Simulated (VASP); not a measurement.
# InSe (P1) in VASP: single point with PBE

Aim: the single point of InSe with PBE.

Program: VASP 6.6.1. These are calculated values, not measurements. Logs are shortened: lines on timing, memory, paths and dates and some standing lists are left out, and cuts for length are marked.

## 1. The cell of the first run

The typed cell holds 4 atoms: a = 4.119 Å, b = 4.124 Å, c = 7.730 Å, α = 74.56°, β = 74.47°, γ = 60.04°.

## 2. Single point, PBE

Input file INCAR:

```
SYSTEM = InSe
ALGO     = Normal         ! electronic algorithm
EDIFF    = 1E-6           ! SCF threshold, eV
ENCUT    = 520            ! plane-wave cutoff, eV
GGA      = PE             ! functional
ISIF     = 2              ! what is computed and relaxed
ISMEAR   = 0              ! smearing method
LASPH    = .TRUE.         ! aspherical terms in the spheres
LCHARG   = .FALSE.        ! write CHGCAR
LREAL    = .FALSE.        ! projectors in reciprocal space
LWAVE    = .FALSE.        ! write WAVECAR
NBANDS   = 27             ! bands
NELM     = 80             ! most SCF steps
PREC     = Accurate       ! precision mode
SIGMA    = 0.2            ! smearing width, eV
```

Input file KPOINTS:

```
k-points
0
G
  6 6 6
  0 0 0
```

Input file POSCAR:

```
InSe
1.0
   -2.9156825399      0.0030880932     -2.9090198870
   -2.9159436236     -2.9162193302      0.0032199483
   -6.1869805892      3.2790602556      3.2738437110
In Se
2 2
Direct
    0.4998694730      0.4999646732      0.5000166956
    0.9999438519      1.0007753700     -0.0001121181
    0.2367579223      0.2375241149      0.2887961903
    0.7634287527      0.7617358420      0.7112992323
```

Potentials or basis: VASP PAW PBE potentials, release 64 (In_d, Se).

Launch:

```bash
> cat potpaw_PBE.64/In_d/POTCAR potpaw_PBE.64/Se/POTCAR > POTCAR
> mpirun -np 1 vasp_std > vasp.out
```

OUTCAR:

```text
SYSTEM = InSe
   EDIFF = 1E-6
   ENCUT = 520
   GGA = PE
   ISIF = 2
   ISMEAR = 0
   LASPH = .TRUE.
   LREAL = .FALSE.
   NELM = 80
   PREC = Accurate

 ion  position               nearest neighbor table
   1  0.500  0.500  0.500-   4 2.84   3 2.84   4 2.84   3 2.84   3 2.85   4 2.85
   2  1.000  0.001  1.000-   4 3.19   4 3.19   3 3.19   3 3.19   4 3.19   3 3.19
   3  0.237  0.238  0.289-   1 2.84   1 2.84   1 2.85   2 3.19   2 3.19   2 3.19
   4  0.763  0.762  0.711-   1 2.84   1 2.84   1 2.85   2 3.19   2 3.19   2 3.19

  Warning from LATTYP: Got some problem with cell dimensions!
  Tried to take original basis but could not verify dimensions!
  LATTYP: Found a triclinic cell.
 ALAT       =     4.1186904366
 B/A-ratio  =     1.0011749394
 C/A-ratio  =     1.8767491732
 COS(alpha) =     0.0011530317
 COS(beta)  =     0.2677975340
 COS(gamma) =     0.4993079412

  Lattice vectors:

 A1 = (   2.9156825399,  -0.0030880932,   2.9090198870)
 A2 = (  -0.0002610837,  -2.9193074234,   2.9122398353)
 A3 = (   6.1869805892,  -3.2790602556,  -3.2738437110)

Analysis of symmetry for initial positions (statically):
=====================================================================
 Subroutine PRICEL returns:
 Original cell was already a primitive cell.

 Routine SETGRP: Setting up the symmetry group for a
 triclinic supercell.

 Subroutine GETGRP returns: Found  1 space group operations
 (whereof  1 operations were pure point group operations)
 out of a pool of  2 trial point group operations.

The static configuration has the point symmetry C_1 .

Analysis of symmetry for dynamics (positions and initial velocities):
=====================================================================
 Subroutine PRICEL returns:
 Original cell was already a primitive cell.

 Routine SETGRP: Setting up the symmetry group for a
 triclinic supercell.

 Subroutine GETGRP returns: Found  1 space group operations
 (whereof  1 operations were pure point group operations)
 out of a pool of  2 trial point group operations.

The dynamic configuration has the point symmetry C_1 .

 Subroutine INISYM returns: Found  1 space group operations
 (whereof  1 operations are pure point group operations),
 and found     1 'primitive' translations

[... 90 lines left out ...]
   ISTART =      0    job   : 0-new  1-cont  2-samecut
   ICHARG =      2    charge: 1-file 2-atom 10-const
   ISPIN  =      1    spin polarized calculation?
   LNONCOLLINEAR =      F non collinear calculations
   LSORBIT =      F    spin-orbit coupling
   LASPH  =      T    aspherical Exc in radial PAW
   ENCUT  =  520.0 eV  38.22 Ry    6.18 a.u.   7.66  7.67 14.37*2*pi/ulx,y,z
   NELM   =     80;   NELMIN=  2; NELMDL= -5     # of ELM steps
   EDIFF  = 0.1E-05   stopping-criterion for ELM
   LREAL  =      F    real-space projection
   EDIFFG = 0.1E-04   stopping-criterion for IOM
   NSW    =      0    number of steps for IOM
   IBRION =     -1    ionic relax: 0-MD 1-quasi-New 2-CG
   NFREE  =      0    steps in history (QN), initial steepest desc. (CG)
   ISIF   =      2    stress and relaxation
   ISYM   =      2    0-nonsym 1-usesym 2-fastsym
   POTIM  = 0.5000    time-step for ionic-motion
   TEBEG  =    0.0;   TEEND  =   0.0 temperature during run
   PSTRESS=    0.0 pullay stress
   NELECT =      38.0000    total number of electrons
   NUPDOWN=      -1.0000    fix difference up-down
   EMIN   =  10.00;   EMAX   =-10.00  energy-range for DOS
   EFERMI =   0.00;   METHOD = LEGACY
   ISMEAR =     0;   SIGMA  =   0.20  broadening in eV -4-tet -1-fermi 0-gaus
   EFERMI_NEDOS =   21; number of points for ismear=-14 and -15
   IALGO  =     38    algorithm
   IMIX   =      4    mixing-type and parameters
     AMIX     =   0.40;   BMIX     =  1.00
     AMIX_MAG =   1.60;   BMIX_MAG =  1.00
  volume/ion in A,a.u.               =      27.05       182.54
  Fermi-wavevector in a.u.,A,eV,Ry     =   1.155038  2.182706 18.151712  1.334113
  Thomas-Fermi vector in A             =   2.291670
   LORBIT       =      0    0 simple, 1 ext, 2 COOP (PROOUT), +10 PAW based schemes
   GGA     = PE    functional components
   LHFCALC =     F    Hartree Fock is set to
   AEXX    =    0.0000 exact exchange contribution
   IVDW    =     0    specifies the selected vdW correction
   LEPSILON=     F    determine dielectric tensor
   LRPA    =     F    only Hartree local field effects (RPA)
 non-spin polarized calculation
 Gauss-broadening in eV      SIGMA  =   0.20
  energy-cutoff  :      520.00
  volume of cell :      108.20
 maximum number of plane-waves:      2962
 NGX is ok and might be reduce to    32
   NGX = 15   NGY = 15   NGZ = 29

 number of electron      38.0000001 magnetization

 Free energy of the ion-electron system (eV)
  ---------------------------------------------------
  ext. energy  EPLUGINS =         0.00000000
  ---------------------------------------------------
  free energy    TOTEN  =       -13.87582850 eV

  energy without entropy =      -13.86307994  energy(sigma->0) =      -13.86945422

 E-fermi :   5.1875     XC(G=0):  -9.4536

 val. band max:        5.1846325950   @ k =  -0.0000  -0.0000   0.5000
 cond. band min:       5.3079376530   @ k =   0.5000  -0.0000   0.1667
 fundamental gap:      0.1233050580
 Fermi energy:         5.1875161061

 k-point     1 :       0.0000    0.0000    0.0000
  band No.  band energies     occupation
      1      -9.7657      2.00000
      2      -9.7653      2.00000
      3      -9.7318      2.00000
      4      -9.6917      2.00000
      5      -9.6914      2.00000
      6      -9.2634      2.00000
[... 709 lines left out ...]
     26      10.9434      0.00000
     27      11.5812      0.00000

 [... further k-points ...]
[... 5 lines left out ...]
  --------------------------------------------------------------------------------------
  -------------------------------------------------------------------------------------
  Total        0.0307579     -0.0007689      0.0655421      0.0007848      0.0098556     -0.0064499
  in kB        0.4554581     -0.0113852      0.9705368      0.0116214      0.1459407     -0.0955093
  external PRESSURE =       0.4715366 kB  Pullay stress =       0.0000000 kB

 VOLUME and BASIS-vectors are now :
 -----------------------------------------------------------------------------
  energy-cutoff  :      520.00
  volume of cell :      108.20
      direct lattice vectors                 reciprocal lattice vectors
    -2.915682540  0.003088093 -2.909019887    -0.088336278  0.088046228 -0.255126328
    -2.915943624 -2.916219330  0.003219948    -0.088254545 -0.254566163  0.088186442
    -6.186980589  3.279060256  3.273843711    -0.078405641  0.078485090  0.078668533

 POSITION                                       TOTAL-FORCE (eV/Angst)
 -----------------------------------------------------------------------------------
     -6.00892      0.18312      0.18446         0.001003      0.000557     -0.002874
     -9.10407      3.27952      0.36462         0.000678      0.002715      0.000758
     -3.16969      0.25504      0.25750         0.004076      0.001588     -0.006468
     -8.84789      0.11336      0.11031        -0.005757     -0.004859      0.008585
 -----------------------------------------------------------------------------------
    total drift:                                0.000053      0.000051     -0.000037

  FREE ENERGIE OF THE ION-ELECTRON SYSTEM (eV)
  ---------------------------------------------------
  free  energy   TOTEN  =       -13.8758285028 eV

  energy  without entropy=      -13.8630799417  energy(sigma->0) =      -13.86945422
```

Run time: 6.5 min. Hardware: 1 thread of Intel Xeon 6975P-C, shared host; peak memory 0.43 GiB.

Results:

| Property | Result |
| --- | --- |
| Free energy | -13.8758 eV |
| Pressure | 0.0 GPa |
| Largest force | 0.011 eV/Å |
| Band gap on the k mesh | zero (band 19 reaches 5.18 eV, above the bottom of band 20 at 4.67 eV) |

Forces on the atoms (eV/Å):
```
In   0.001  0.001 -0.003
In   0.001  0.003  0.001
Se   0.004  0.002 -0.006
Se  -0.006 -0.005  0.009
```

Caveat: spin-orbit coupling is left out, which moves the levels of the heavy elements.
